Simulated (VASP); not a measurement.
Wanted: the native input for a VASP 6.6.1 run.

```yaml
Task: single point
Functional: PBE
Potentials_or_basis: VASP PAW PBE potentials, release 64 (Na_pv)
Cutoff: 520 eV
k_mesh: 16 × 16 × 16
Occupations: gaussian, width 0.1 eV
Spin: no spin polarisation
Dipole_correction: no
Further_INCAR_settings: ALGO = Normal; EDIFF = 1e-07; NBANDS = 10
```

The structure of Na lies in POSCAR:

```
Na
1.0
   -1.8754068687      1.8754068687      2.6288933483
    1.8754068687     -1.8754068687      2.6288933483
    1.8754068687      1.8754068687     -2.6288933483
Na
1
Direct
    0.0000000000      0.0000000000      0.0000000000
```

These files were run (other wordings do the same):

INCAR

```
SYSTEM = Na
  PREC = Accurate
  ENCUT = 520
  EDIFF = 1E-7
  ISMEAR = 0
  SIGMA = 0.1
  LREAL = .False.
  LASPH = .True.
  NELM = 100
  ALGO = Normal
  ISIF = 2
  LWAVE = .False.
  LCHARG = .False.
  GGA = PE
  NBANDS = 10
```

KPOINTS

```
regular mesh
0
Gamma
  16 16 16
  0 0 0
```

Potentials or basis: VASP PAW PBE potentials, release 64 (Na_pv).

Command:

```bash
$ cat potpaw_PBE.64/Na_pv/POTCAR > POTCAR
$ mpirun -np 1 vasp_std > vasp.out
```

It gave:

```
Pressure : 0.0 GPa
```

Run time: 47 s on 1 thread of Intel(R) Xeon(R) Platinum 8488C (Sapphire Rapids) (shared host), peak memory 0.22 GiB.
